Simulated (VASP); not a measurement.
# Si (Im-3m) in VASP: further runs, part 2 of 2

VASP 6.6.1. Earlier steps stand in the parts before.

**4. Single point, PBE**

This run uses another cell than the first one, of 5.86 Å³/atom, 0.533 times its volume.

Contents of INCAR:

```
SYSTEM = Si
ALGO = Normal ; EDIFF = 1E-6
ENCUT = 500 ; GGA = PE
GGA_COMPAT = .False. ; ISIF = 2
ISMEAR = -1 ; LASPH = .True.
LCHARG = .False. ; LREAL = .False.
LWAVE = .False. ; NBANDS = 8
NELM = 120 ; PREC = Accurate
SIGMA = 0.15
```

Contents of KPOINTS:

```
k-points
0
Gamma
  17 17 17
  0 0 0
```

Contents of POSCAR:

```
Si
1.0
   -1.1355496630      1.1355496630      1.1355496630
    1.1355496630     -1.1355496630      1.1355496630
    1.1355496630      1.1355496630     -1.1355496630
Si
1
Direct
    0.0000000000      0.0000000000      0.0000000000
```

Potentials or basis: VASP PAW PBE potentials, release 64 (Si).

Launch:

```
$ cat potpaw_PBE.64/Si/POTCAR > POTCAR
$ mpirun -np 1 vasp_std > vasp.out
```

OUTCAR:

```text
SYSTEM = Si
   EDIFF = 1E-6
   ENCUT = 500
   GGA = PE
   ISIF = 2
   ISMEAR = -1
   LASPH = .True.
   LREAL = .False.
   NELM = 120
   PREC = Accurate

 ion  position               nearest neighbor table
   1  0.000  0.000  0.000-

  LATTYP: Found a body centered cubic cell.
 ALAT       =     2.2710993260

  Lattice vectors:

 A1 = (  -1.1355496630,   1.1355496630,   1.1355496630)
 A2 = (   1.1355496630,  -1.1355496630,   1.1355496630)
 A3 = (   1.1355496630,   1.1355496630,  -1.1355496630)

Analysis of symmetry for initial positions (statically):
=====================================================================
 Subroutine PRICEL returns:
 Original cell was already a primitive cell.

 Routine SETGRP: Setting up the symmetry group for a
 body centered cubic supercell.

 Subroutine GETGRP returns: Found 48 space group operations
 (whereof 48 operations were pure point group operations)
 out of a pool of 48 trial point group operations.

The static configuration has the point symmetry O_h .

Analysis of symmetry for dynamics (positions and initial velocities):
=====================================================================
 Subroutine PRICEL returns:
 Original cell was already a primitive cell.

 Routine SETGRP: Setting up the symmetry group for a
 body centered cubic supercell.

 Subroutine GETGRP returns: Found 48 space group operations
 (whereof 48 operations were pure point group operations)
 out of a pool of 48 trial point group operations.

The dynamic configuration has the point symmetry O_h .

 Subroutine INISYM returns: Found 48 space group operations
 (whereof 48 operations are pure point group operations),
 and found     1 'primitive' translations

----------------------------------------------------------------------------------------

                                     Primitive cell

[... 102 lines left out ...]
   EFERMI =   0.00;   METHOD = LEGACY
   ISMEAR =    -1;   SIGMA  =   0.15  broadening in eV -4-tet -1-fermi 0-gaus
   EFERMI_NEDOS =   21; number of points for ismear=-14 and -15
   IALGO  =     38    algorithm
   IMIX   =      4    mixing-type and parameters
     AMIX     =   0.40;   BMIX     =  1.00
     AMIX_MAG =   1.60;   BMIX_MAG =  1.00
  volume/ion in A,a.u.               =       5.86        39.53
  Fermi-wavevector in a.u.,A,eV,Ry     =   1.441679  2.724379 28.278887  2.078440
  Thomas-Fermi vector in A             =   2.560285
   LORBIT       =      0    0 simple, 1 ext, 2 COOP (PROOUT), +10 PAW based schemes
   GGA     = PE    functional components
   LHFCALC =     F    Hartree Fock is set to
   AEXX    =    0.0000 exact exchange contribution
   IVDW    =     0    specifies the selected vdW correction
   LEPSILON=     F    determine dielectric tensor
   LRPA    =     F    only Hartree local field effects (RPA)
 non-spin polarized calculation
  energy-cutoff  :      500.00
  volume of cell :        5.86
 maximum number of plane-waves:       156
   NGX =  7   NGY =  7   NGZ =  7

 number of electron       3.9999999 magnetization

 Free energy of the ion-electron system (eV)
  ---------------------------------------------------
  ext. energy  EPLUGINS =         0.00000000
  ---------------------------------------------------
  free energy    TOTEN  =         2.15693087 eV

  energy without entropy =        2.17967961  energy(sigma->0) =        2.16830524

 E-fermi :  27.0363     XC(G=0): -15.2992

 val. band max:       27.0253373828   @ k =  -0.2941   0.3529   0.2353
 cond. band min:      27.0913185531   @ k =   0.2941   0.0000   0.0000
 fundamental gap:      0.0659811703
 Fermi energy:        27.0362776572

 k-point     1 :       0.0000    0.0000    0.0000
  band No.  band energies     occupation
      1       1.8898      2.00000
      2      44.6990      0.00000
      3      44.6990      0.00000
      4      44.6990      0.00000
      5      51.0217      0.00000
      6      51.0217      0.00000
      7      55.2579      0.00000
      8      55.2579      0.00000
[... 243 lines left out ...]
 k-point    24 :       0.1765    0.1765    0.0000
  band No.  band energies     occupation
      1       6.9125      2.00000
      2      28.6591      0.00004
      3      31.7926      0.00000
      4      41.1223      0.00000
      5      46.4547      0.00000
      6      51.5928      0.00000
      7      57.0819      0.00000
      8      59.7444      0.00000

 [... further k-points ...]
[... 5 lines left out ...]
  --------------------------------------------------------------------------------------
  -------------------------------------------------------------------------------------
  Total       20.5504713     20.5504713     20.5504713      0.0000000      0.0000000     -0.0000000
  in kB     5621.5228401   5621.5228401   5621.5228401      0.0000000      0.0000000     -0.0000000
  external PRESSURE =    5621.5228401 kB  Pullay stress =       0.0000000 kB

 VOLUME and BASIS-vectors are now :
 -----------------------------------------------------------------------------
  energy-cutoff  :      500.00
  volume of cell :        5.86
      direct lattice vectors                 reciprocal lattice vectors
    -1.135549663  1.135549663  1.135549663     0.000000000  0.440315396  0.440315396
     1.135549663 -1.135549663  1.135549663     0.440315396  0.000000000  0.440315396
     1.135549663  1.135549663 -1.135549663     0.440315396  0.440315396  0.000000000

 POSITION                                       TOTAL-FORCE (eV/Angst)
 -----------------------------------------------------------------------------------
      0.00000      0.00000      0.00000         0.000000      0.000000      0.000000
 -----------------------------------------------------------------------------------
    total drift:                               -0.000000      0.000000      0.000000

  FREE ENERGIE OF THE ION-ELECTRON SYSTEM (eV)
  ---------------------------------------------------
  free  energy   TOTEN  =         2.1569308733 eV

  energy  without entropy=        2.1796796095  energy(sigma->0) =        2.16830524
```

OSZICAR:

```text
N       E                     dE             d eps       ncg     rms          rms(c)
DAV:   1     0.356959556748E+01    0.35696E+01   -0.24308E+03  3608   0.404E+02
DAV:   2     0.191429343371E+01   -0.16553E+01   -0.16036E+01  3720   0.314E+01
DAV:   3     0.191183906484E+01   -0.24544E-02   -0.24534E-02  3216   0.114E+00
DAV:   4     0.191183873133E+01   -0.33351E-06   -0.33374E-06  4040   0.126E-02
DAV:   5     0.191183873309E+01    0.17559E-08   -0.13636E-10  3248   0.461E-05    0.142E+01
DAV:   6     0.206810230247E+01    0.15626E+00   -0.63854E-03  2848   0.542E-01    0.799E+00
DAV:   7     0.215641918444E+01    0.88317E-01   -0.14418E-02  3080   0.810E-01    0.535E-01
DAV:   8     0.215691482980E+01    0.49565E-03   -0.10994E-04  3768   0.739E-02    0.984E-02
DAV:   9     0.215693117711E+01    0.16347E-04   -0.47209E-06  3192   0.148E-02    0.174E-03
DAV:  10     0.215693087333E+01   -0.30378E-06   -0.21062E-08  2224   0.109E-03
   1 F= 0.21569309E+01 E0= 0.21683052E+01  d E =-.227487E-01
```

Wall time 1.8 s (1 thread of Intel Xeon 6975P-C (Granite Rapids), shared host); peak memory 0.1 GiB.

What came out:

* Free energy: 2.1569 eV
* Pressure: 562.2 GPa
* Band gap on the k mesh: zero (band 2 reaches 44.70 eV, above the bottom of band 3 at 20.23 eV)

**5. Single point, PBE**

This run uses another cell than the first one, of 6.59 Å³/atom, 0.600 times its volume.

Contents of INCAR:

```
PREC = Accurate
ENCUT = 500
EDIFF = 1E-6
ISMEAR = -1
SIGMA = 0.05
LREAL = F
LASPH = T
NELM = 120
ALGO = Normal
ISIF = 2
LWAVE = F
LCHARG = F
GGA = PE
NBANDS = 8
GGA_COMPAT = F
```

Contents of KPOINTS:

```
Automatic mesh
0
Gamma
  17 17 17
  0.5 0.5 0.5
```

Contents of POSCAR:

```
Si
1.0
   -1.1810192421      1.1810192421      1.1810192421
    1.1810192421     -1.1810192421      1.1810192421
    1.1810192421      1.1810192421     -1.1810192421
Si
1
Direct
    0.0000000000      0.0000000000      0.0000000000
```

Potentials or basis: VASP PAW PBE potentials, release 64 (Si).

Launch:

```
$ cat potpaw_PBE.64/Si/POTCAR > POTCAR
$ mpirun -np 1 vasp_std > vasp.out
```

OUTCAR:

```text
PREC = Accurate
   ENCUT = 500
   EDIFF = 1E-6
   ISMEAR = -1
   LREAL = F
   LASPH = T
   NELM = 120
   ISIF = 2
   GGA = PE

 ion  position               nearest neighbor table
   1  0.000  0.000  0.000-

  LATTYP: Found a body centered cubic cell.
 ALAT       =     2.3620384842

  Lattice vectors:

 A1 = (  -1.1810192421,   1.1810192421,   1.1810192421)
 A2 = (   1.1810192421,  -1.1810192421,   1.1810192421)
 A3 = (   1.1810192421,   1.1810192421,  -1.1810192421)

[... 432 lines left out ...]
  band No.  band energies     occupation
      1       1.6318      2.00000
      2      35.8362      0.00000
      3      36.7052      0.00000
      4      40.7563      0.00000
      5      41.9441      0.00000
      6      45.4976      0.00000
      7      50.9083      0.00000
      8      51.7496      0.00000

 [... further k-points ...]
[... 5 lines left out ...]
  --------------------------------------------------------------------------------------
  -------------------------------------------------------------------------------------
  Total       15.9269318     15.9269318     15.9269318     -0.0000000     -0.0000000      0.0000000
  in kB     3872.6815867   3872.6815867   3872.6815867     -0.0000000     -0.0000000      0.0000000
  external PRESSURE =    3872.6815867 kB  Pullay stress =       0.0000000 kB

 VOLUME and BASIS-vectors are now :
 -----------------------------------------------------------------------------
  energy-cutoff  :      500.00
  volume of cell :        6.59
      direct lattice vectors                 reciprocal lattice vectors
    -1.181019242  1.181019242  1.181019242     0.000000000  0.423363128  0.423363128
     1.181019242 -1.181019242  1.181019242     0.423363128  0.000000000  0.423363128
     1.181019242  1.181019242 -1.181019242     0.423363128  0.423363128  0.000000000

 POSITION                                       TOTAL-FORCE (eV/Angst)
 -----------------------------------------------------------------------------------
      0.00000      0.00000      0.00000         0.000000     -0.000000      0.000000
 -----------------------------------------------------------------------------------
    total drift:                               -0.000000      0.000000      0.000000

  FREE ENERGIE OF THE ION-ELECTRON SYSTEM (eV)
  ---------------------------------------------------
  free  energy   TOTEN  =         0.0151685342 eV

  energy  without entropy=        0.0172106519  energy(sigma->0) =        0.01618959
```

OSZICAR:

```text
N       E                     dE             d eps       ncg     rms          rms(c)
DAV:   1     0.155575644506E+01    0.15558E+01   -0.22973E+03  3512   0.398E+02
DAV:   2    -0.146163465440E+00   -0.17019E+01   -0.16543E+01  3776   0.308E+01
DAV:   3    -0.149187345716E+00   -0.30239E-02   -0.30226E-02  3088   0.123E+00
DAV:   4    -0.149187891672E+00   -0.54596E-06   -0.54506E-06  4128   0.156E-02
DAV:   5    -0.149187893252E+00   -0.15802E-08   -0.17379E-10  3112   0.640E-05    0.116E+01
DAV:   6    -0.452587594279E-01    0.10393E+00   -0.43811E-03  2752   0.436E-01    0.654E+00
DAV:   7     0.148345589217E-01    0.60093E-01   -0.10510E-02  3064   0.670E-01    0.428E-01
DAV:   8     0.151591937564E-01    0.32463E-03   -0.76367E-05  3784   0.610E-02    0.921E-02
DAV:   9     0.151686724974E-01    0.94787E-05   -0.32624E-06  3152   0.120E-02    0.189E-03
DAV:  10     0.151685342078E-01   -0.13829E-06   -0.13355E-08  2288   0.898E-04
   1 F= 0.15168534E-01 E0= 0.16189593E-01  d E =-.204212E-02
```

stdout:

```text
POSCAR found type information on POSCAR Si
 POSCAR found :  1 types and       1 ions
 scaLAPACK will be used
 LDA part: xc-table for (Slater+PW92), standard interpolation
 POSCAR, INCAR and KPOINTS ok, starting setup
 FFT: planning ... GRIDC
 FFT: planning ... GRID_SOFT
 FFT: planning ... GRID
 WAVECAR not read
 entering main loop
```

Wall time 2 s (1 thread of Intel Xeon 6975P-C (Granite Rapids), shared host); peak memory 0.11 GiB.

Results:

- Free energy: 0.0152 eV
- Pressure: 387.3 GPa
- Band gap on the k mesh: zero (band 2 reaches 40.43 eV, above the bottom of band 3 at 18.49 eV)

Levels at points of the mesh, in eV from the Fermi level:
```tsv
k point	band 1	band 2	band 3	band 4	band 5	band 6	band 7
(0.50, 0.50, 0.50)	-1.89	-1.89	-0.23	-0.23	-0.23	14.38	39.20
```

**6. The runs side by side**

| cell | k mesh | cutoff (eV) | smearing | gap on the mesh (eV) | pressure (GPa) |
| --- | --- | --- | --- | --- | --- |
| a = 2.425 Å, angles 109.5°, 1 atom | 17 × 17 × 17 | 520 | fermi-dirac 0.05 eV | none | 49.2 |
| a = 2.529 Å, angles 109.5°, 1 atom | 17 × 17 × 17 | 520 | fermi-dirac 0.05 eV | none | 21.4 |
| a = 1.967 Å, angles 109.5°, 1 atom | 17 × 17 × 17 | 500 | fermi-dirac 0.15 eV | none | 562.2 |
| a = 2.046 Å, angles 109.5°, 1 atom | 17 × 17 × 17, shifted | 500 | fermi-dirac 0.05 eV | none | 387.3 |

Alike in all rows: task single point; level PBE; potentials or basis VASP PAW PBE potentials, release 64 (Si); no spin polarisation.

Absolute energies hang on the potentials; compare differences alone.
